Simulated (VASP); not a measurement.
# Hf (P6_3/mmc) in VASP: single point with r2SCAN

Aim: the single point of Hf with r2SCAN.

Program: VASP 6.6.1. These are calculated values, not measurements. Logs are shortened: lines on timing, memory, paths and dates and some standing lists are left out, and cuts for length are marked.

**1. The cell of the first run**

Symmetry: P6_3/mmc, No. 194, hexagonal system. The conventional cell has a = 3.196 Å, b = 3.196 Å, c = 5.056 Å, α = 90.00°, β = 90.00°, γ = 120.00°. Hf (site symmetry -6m2) has 12 Hf at 3.13 to 3.20 Å within 4.1 Å.

**2. Single point, r2SCAN**

Contents of POSCAR:

```
Hf
1.0
    3.1956263082      0.0000000000      0.0000000000
   -1.5978131541      2.7674935639      0.0000000000
    0.0000000000      0.0000000000      5.0561015840
Hf
2
Direct
    0.3333333333      0.6666666667      0.2500000000
    0.6666666667      0.3333333333      0.7500000000
```

Contents of INCAR.step1:

```
ALGO = Normal
EDIFF = 1E-4
ENCUT = 520
GGA = PE
ISMEAR = 1
LASPH = True
LCHARG = False
LREAL = False
LWAVE = True
NBANDS = 17
NELM = 60
PREC = Accurate
SIGMA = 0.05
```

Contents of INCAR.step2:

```
ALGO = Normal
EDIFF = 1E-6
ENCUT = 520
ISIF = 2
ISMEAR = 1
ISTART = 1
LASPH = True
LCHARG = False
LMIXTAU = True
LREAL = False
LWAVE = False
METAGGA = R2SCAN
NBANDS = 17
NELM = 60
PREC = Accurate
SIGMA = 0.05
```

Contents of KPOINTS:

```
k-points
0
Gamma
  16 16 9
```

Potentials or basis: VASP PAW PBE potentials, release 64 (Hf_pv).

The run is started by

```bash
cat potpaw_PBE.64/Hf_pv/POTCAR > POTCAR
cp INCAR.step1 INCAR
mpirun -np 1 vasp_std > vasp.out
cp INCAR.step2 INCAR
mpirun -np 1 vasp_std > vasp.out
```

OUTCAR:

```text
EDIFF = 1E-6
   ENCUT = 520
   ISIF = 2
   ISMEAR = 1
   ISTART = 1
   LASPH = True
   LREAL = False
   METAGGA = R2SCAN
   NELM = 60
   PREC = Accurate

 ion  position               nearest neighbor table
   1  0.333  0.667  0.250-   2 3.13   2 3.13   2 3.13   2 3.13   2 3.13   2 3.13
   2  0.667  0.333  0.750-   1 3.13   1 3.13   1 3.13   1 3.13   1 3.13   1 3.13

  LATTYP: Found a hexagonal cell.
 ALAT       =     3.1956263082
 C/A-ratio  =     1.5821942544

  Lattice vectors:

 A1 = (   3.1956263082,   0.0000000000,   0.0000000000)
 A2 = (  -1.5978131541,   2.7674935639,   0.0000000000)
 A3 = (   0.0000000000,   0.0000000000,   5.0561015840)

Analysis of symmetry for initial positions (statically):
=====================================================================
 Subroutine PRICEL returns:
 Original cell was already a primitive cell.

 Routine SETGRP: Setting up the symmetry group for a
 hexagonal supercell.

 Subroutine GETGRP returns: Found 24 space group operations
 (whereof 12 operations were pure point group operations)
 out of a pool of 24 trial point group operations.

The static configuration has the point symmetry D_3d.
 The point group associated with its full space group is D_6h.

Analysis of symmetry for dynamics (positions and initial velocities):
=====================================================================
 Subroutine PRICEL returns:
 Original cell was already a primitive cell.

 Routine SETGRP: Setting up the symmetry group for a
 hexagonal supercell.

 Subroutine GETGRP returns: Found 24 space group operations
 (whereof 12 operations were pure point group operations)
 out of a pool of 24 trial point group operations.

The dynamic configuration has the point symmetry D_3d.
 The point group associated with its full space group is D_6h.

 Subroutine INISYM returns: Found 24 space group operations
 (whereof 12 operations are pure point group operations),
 and found     1 'primitive' translations

----------------------------------------------------------------------------------------

                                     Primitive cell

  volume of cell :      44.7155

  direct lattice vectors                    reciprocal lattice vectors
     3.195626308  0.000000000  0.000000000     0.312927703  0.180668894  0.000000000
    -1.597813154  2.767493564  0.000000000     0.000000000  0.361337787  0.000000000
     0.000000000  0.000000000  5.056101584     0.000000000  0.000000000  0.197780836

  length of vectors
     3.195626308  3.195626308  5.056101584     0.361337787  0.361337787  0.197780836

  position of ions in fractional coordinates (direct lattice)
     0.333333333  0.666666667  0.250000000
     0.666666667  0.333333333  0.750000000

  ion indices of the primitive-cell ions
   primitive index   ion index
                 1           1
                 2           2

----------------------------------------------------------------------------------------

 KPOINTS: k-points

Automatic generation of k-mesh.
 Grid dimensions read from file:
 generate k-points for:   16   16    9

 Generating k-lattice:

  Cartesian coordinates                     Fractional coordinates (reciprocal lattice)
     0.019557981  0.011291806  0.000000000     0.062500000  0.000000000  0.000000000
     0.000000000  0.022583612  0.000000000     0.000000000  0.062500000  0.000000000
     0.000000000  0.000000000  0.021975648     0.000000000  0.000000000  0.111111111

  Length of vectors
     0.022583612  0.022583612  0.021975648

  Shift w.r.t. Gamma in fractional coordinates (k-lattice)
     0.000000000  0.000000000  0.000000000

 Subroutine IBZKPT returns following result:
 ===========================================

 Found    150 irreducible k-points:

 Following reciprocal coordinates:
            Coordinates               Weight
  0.000000  0.000000  0.000000      1.000000
  0.062500 -0.000000  0.000000      6.000000
  0.125000 -0.000000  0.000000      6.000000
  0.187500 -0.000000  0.000000      6.000000
  0.250000 -0.000000  0.000000      6.000000
  0.312500 -0.000000  0.000000      6.000000
[... 16 lines left out ...]
  0.187500  0.187500  0.000000      6.000000
  0.250000  0.187500  0.000000     12.000000
 [... further k-points ...]
   k-points           NKPTS =    150   k-points in BZ     NKDIM =    150   number of bands    NBANDS=     17
   number of dos      NEDOS =    301   number of ions     NIONS =      2
   total plane-waves  NPLWV =  23040
   dimension x,y,z NGX =    24 NGY =   24 NGZ =   40
   dimension x,y,z NGXF=    48 NGYF=   48 NGZF=   80
   ions per type =               2
   NGX,Y,Z   is equivalent  to a cutoff of  12.49, 12.49, 13.15 a.u.
   NGXF,Y,Z  is equivalent  to a cutoff of  24.97, 24.97, 26.30 a.u.
 SYSTEM =  unknown system
   PREC   = accura    normal or accurate (medium, high low for compatibility)
   ISTART =      1    job   : 0-new  1-cont  2-samecut
   ICHARG =      0    charge: 1-file 2-atom 10-const
   ISPIN  =      1    spin polarized calculation?
   LNONCOLLINEAR =      F non collinear calculations
   LSORBIT =      F    spin-orbit coupling
   LASPH  =      T    aspherical Exc in radial PAW
   ENCUT  =  520.0 eV  38.22 Ry    6.18 a.u.   5.94  5.94  9.40*2*pi/ulx,y,z
   NELM   =     60;   NELMIN=  2; NELMDL=  0     # of ELM steps
   EDIFF  = 0.1E-05   stopping-criterion for ELM
   LREAL  =      F    real-space projection
   EDIFFG = 0.1E-04   stopping-criterion for IOM
   NSW    =      0    number of steps for IOM
   IBRION =     -1    ionic relax: 0-MD 1-quasi-New 2-CG
   NFREE  =      0    steps in history (QN), initial steepest desc. (CG)
   ISIF   =      2    stress and relaxation
   ISYM   =      2    0-nonsym 1-usesym 2-fastsym
   POTIM  = 0.5000    time-step for ionic-motion
   TEBEG  =    0.0;   TEEND  =   0.0 temperature during run
   PSTRESS=    0.0 pullay stress
   NELECT =      20.0000    total number of electrons
   NUPDOWN=      -1.0000    fix difference up-down
   EMIN   =  10.00;   EMAX   =-10.00  energy-range for DOS
   EFERMI =   0.00;   METHOD = LEGACY
   ISMEAR =     1;   SIGMA  =   0.05  broadening in eV -4-tet -1-fermi 0-gaus
   EFERMI_NEDOS =   21; number of points for ismear=-14 and -15
   IALGO  =     38    algorithm
   IMIX   =      4    mixing-type and parameters
     AMIX     =   0.40;   BMIX     =  1.00
     AMIX_MAG =   1.60;   BMIX_MAG =  1.00
  volume/ion in A,a.u.               =      22.36       150.88
  Fermi-wavevector in a.u.,A,eV,Ry     =   1.251984  2.365906 21.326634  1.567463
  Thomas-Fermi vector in A             =   2.385906
   LORBIT       =      0    0 simple, 1 ext, 2 COOP (PROOUT), +10 PAW based schemes
   METAGGA = R2SCAN    functional components
   LHFCALC =     F    Hartree Fock is set to
   AEXX    =    0.0000 exact exchange contribution
   IVDW    =     0    specifies the selected vdW correction
   LEPSILON=     F    determine dielectric tensor
   LRPA    =     F    only Hartree local field effects (RPA)
 non-spin polarized calculation
 Methfessel and Paxton  Order N= 1 SIGMA  =   0.05
  energy-cutoff  :      520.00
  volume of cell :       44.72
 maximum number of plane-waves:      1222
 NGX is ok and might be reduce to    24
   NGX = 11   NGY = 11   NGZ = 19

 number of electron      20.0000004 magnetization

 Free energy of the ion-electron system (eV)
  ---------------------------------------------------
  ext. energy  EPLUGINS =         0.00000000
  ---------------------------------------------------
  free energy    TOTEN  =       -90.30331907 eV

  energy without entropy =      -90.30346857  energy(sigma->0) =      -90.30336890

 E-fermi :   4.8487     XC(G=0): -12.1567

 val. band max:        4.8366755495   @ k =   0.1875  -0.0000   0.2222
 cond. band min:       4.8755862332   @ k =   0.3125   0.1875   0.4444
 fundamental gap:      0.0389106837
 Fermi energy:         4.8486651853

 k-point     1 :       0.0000    0.0000    0.0000
  band No.  band energies     occupation
      1     -27.4125      2.00000
      2     -26.6441      2.00000
      3     -26.6441      2.00000
      4     -26.5171      2.00000
      5     -26.5151      2.00000
      6     -26.5151      2.00000
[... 9 lines left out ...]
     16       7.7656      0.00000
     17      10.4982      0.00000

 k-point     2 :       0.0625   -0.0000    0.0000
  band No.  band energies     occupation
      1     -27.4019      2.00000
      2     -26.6666      2.00000
      3     -26.6517      2.00000
      4     -26.5389      2.00000
      5     -26.5218      2.00000
      6     -26.5180      2.00000
[... 9 lines left out ...]
     16       7.6425      0.00000
     17      10.5971      0.00000

 k-point     3 :       0.1250   -0.0000    0.0000
  band No.  band energies     occupation
      1     -27.3710      2.00000
      2     -26.7308      2.00000
      3     -26.6728      2.00000
      4     -26.6056      2.00000
      5     -26.5361      2.00000
      6     -26.5268      2.00000
[... 9 lines left out ...]
     16       7.4723      0.00000
     17      10.8306      0.00000

 k-point     4 :       0.1875   -0.0000    0.0000
  band No.  band energies     occupation
      1     -27.3221      2.00000
      2     -26.8271      2.00000
      3     -26.7034      2.00000
      4     -26.7026      2.00000
      5     -26.5599      2.00000
      6     -26.5407      2.00000
[... 9 lines left out ...]
     16       7.9929      0.00000
     17      11.0929      0.00000

 k-point     5 :       0.2500   -0.0000    0.0000
  band No.  band energies     occupation
      1     -27.2592      2.00000
      2     -26.9408      2.00000
      3     -26.8128      2.00000
      4     -26.7382      2.00000
      5     -26.5932      2.00000
      6     -26.5580      2.00000
[... 9 lines left out ...]
     16       8.6811      0.00000
     17      11.3183      0.00000

 k-point     6 :       0.3125   -0.0000    0.0000
  band No.  band energies     occupation
      1     -27.1879      2.00000
      2     -27.0543      2.00000
      3     -26.9191      2.00000
      4     -26.7720      2.00000
      5     -26.6347      2.00000
      6     -26.5761      2.00000
[... 9 lines left out ...]
     16       9.4843      0.00000
     17      11.4832      0.00000

 k-point     7 :       0.3750   -0.0000    0.0000
  band No.  band energies     occupation
      1     -27.1502      2.00000
      2     -27.1161      2.00000
      3     -27.0065      2.00000
      4     -26.8000      2.00000
      5     -26.6812      2.00000
      6     -26.5918      2.00000
[... 9 lines left out ...]
     16      10.3178      0.00000
     17      11.5886      0.00000

 k-point     8 :       0.4375   -0.0000    0.0000
  band No.  band energies     occupation
      1     -27.2139      2.00000
      2     -27.0637      2.00000
      3     -27.0567      2.00000
      4     -26.8185      2.00000
      5     -26.7236      2.00000
      6     -26.6025      2.00000
[... 9 lines left out ...]
     16      11.0992      0.00000
     17      11.6451      0.00000
[... 203 lines left out ...]
      1     -27.1640      2.00000
      2     -27.0440      2.00000
      3     -26.9601      2.00000
      4     -26.7800      2.00000
      5     -26.6494      2.00000
      6     -26.6231      2.00000
[... 9 lines left out ...]
     16      10.1466      0.00000
     17      11.2635      0.00000

 k-point    20 :       0.3125    0.1250    0.0000
  band No.  band energies     occupation
      1     -27.1320      2.00000
      2     -27.0933      2.00000
      3     -27.0133      2.00000
      4     -26.8279      2.00000
      5     -26.6966      2.00000
      6     -26.6447      2.00000
[... 9 lines left out ...]
     16      11.0618      0.00000
     17      11.3252      0.00000

 k-point    21 :       0.3750    0.1250    0.0000
  band No.  band energies     occupation
      1     -27.1902      2.00000
      2     -27.0480      2.00000
      3     -27.0333      2.00000
      4     -26.8604      2.00000
      5     -26.7409      2.00000
      6     -26.6589      2.00000
[... 9 lines left out ...]
     16      11.3577      0.00000
     17      11.8755      0.00000

 k-point    22 :       0.4375    0.1250    0.0000
  band No.  band energies     occupation
      1     -27.2105      2.00000
      2     -27.0600      2.00000
      3     -27.0071      2.00000
      4     -26.8718      2.00000
      5     -26.7616      2.00000
      6     -26.6639      2.00000
[... 9 lines left out ...]
     16      11.3675      0.00000
     17      12.1791      0.00000

 k-point    23 :       0.1875    0.1875    0.0000
  band No.  band energies     occupation
      1     -27.1703      2.00000
      2     -26.9934      2.00000
      3     -26.9874      2.00000
      4     -26.7663      2.00000
      5     -26.6453      2.00000
      6     -26.6408      2.00000
[... 9 lines left out ...]
     16      10.1433      0.00000
     17      11.1699      0.00000

 k-point    24 :       0.2500    0.1875    0.0000
  band No.  band energies     occupation
      1     -27.1014      2.00000
      2     -27.0791      2.00000
      3     -27.0206      2.00000
      4     -26.8203      2.00000
      5     -26.6907      2.00000
      6     -26.6803      2.00000
[... 9 lines left out ...]
     16      11.0476      0.00000
     17      11.1673      0.00000

 [... further k-points ...]

------------------------ aborting loop because EDIFF is reached ----------------------------------------

  FORCE on cell =-STRESS in cart. coord.  units (eV):
  Direction    XX          YY          ZZ          XY          YZ          ZX
  --------------------------------------------------------------------------------------
  -------------------------------------------------------------------------------------
  Total       -0.1176319     -0.1176319     -0.2212118      0.0000000      0.0000000      0.0000000
  in kB       -4.2148041     -4.2148041     -7.9261165      0.0000000      0.0000000      0.0000000
  external PRESSURE =      -5.4519082 kB  Pullay stress =       0.0000000 kB

 VOLUME and BASIS-vectors are now :
 -----------------------------------------------------------------------------
  energy-cutoff  :      520.00
  volume of cell :       44.72
      direct lattice vectors                 reciprocal lattice vectors
     3.195626308  0.000000000  0.000000000     0.312927703  0.180668894  0.000000000
    -1.597813154  2.767493564  0.000000000     0.000000000  0.361337787  0.000000000
     0.000000000  0.000000000  5.056101584     0.000000000  0.000000000  0.197780836

 POSITION                                       TOTAL-FORCE (eV/Angst)
 -----------------------------------------------------------------------------------
     -0.00000      1.84500      1.26403         0.000000      0.000000      0.000000
      1.59781      0.92250      3.79208        -0.000000      0.000000      0.000000
 -----------------------------------------------------------------------------------
    total drift:                               -0.000000      0.000000     -0.000000

  FREE ENERGIE OF THE ION-ELECTRON SYSTEM (eV)
  ---------------------------------------------------
  free  energy   TOTEN  =       -90.3033190679 eV

  energy  without entropy=      -90.3034685682  energy(sigma->0) =      -90.30336890
```

It took 3.8 min on 1 thread of Intel Xeon Platinum 8488C (Sapphire Rapids), shared host; peak memory 0.23 GiB.

What came out:

```yaml
Free_energy: -90.3033 eV
Pressure: -0.5 GPa
Band_gap_on_the_k_mesh: zero (bands 10 and 11 overlap by 1.81 eV)
```

Stress tensor (GPa, compression positive):
```
-0.42  0.00  0.00
 0.00 -0.42  0.00
 0.00  0.00 -0.79
```

Caveat: the PAW data sets were made with another functional, which shifts forces and pressure a little; spin-orbit coupling is left out, which moves the levels of the heavy elements.

The gap in the log of VASP goes by the Fermi energy; the results here count the filled bands.